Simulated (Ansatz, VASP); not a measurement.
# Two plane-wave programs on PbS

```
CELL_PARAMETERS angstrom
2.21830 1.28073 3.45192
-2.21830 1.28073 3.45192
0.00000 -2.56147 3.45192
ATOMIC_POSITIONS crystal
Pb 0.98057 0.98057 0.98057
S 0.47504 0.47504 0.47504
```

Alike in both runs: task single point; functional LDA; k mesh 6 × 6 × 6; occupations fermi-dirac, width 0.02 eV; no spin polarisation.

```csv
,VASP,Ansatz
version,VASP 6.6.1,Ansatz 0.2.0
potentials or method,"VASP PAW LDA potentials, release 64 (Pb_d, S), cutoff 500 eV","plane waves, PAW"
valence electrons in the cell,20,20
```

|  | VASP | Ansatz | Ansatz less VASP |
| --- | --- | --- | --- |
| pressure (GPa) | -7.5 | -7.5 | -0.01 |
| traceless stress, the component that is largest in VASP (GPa) | 1.35 | 1.35 | +0.004 |

LDA's correlation is that of Perdew and Zunger in VASP and of Perdew and Wang (1992) in Ansatz.

Spin-orbit coupling is off throughout.
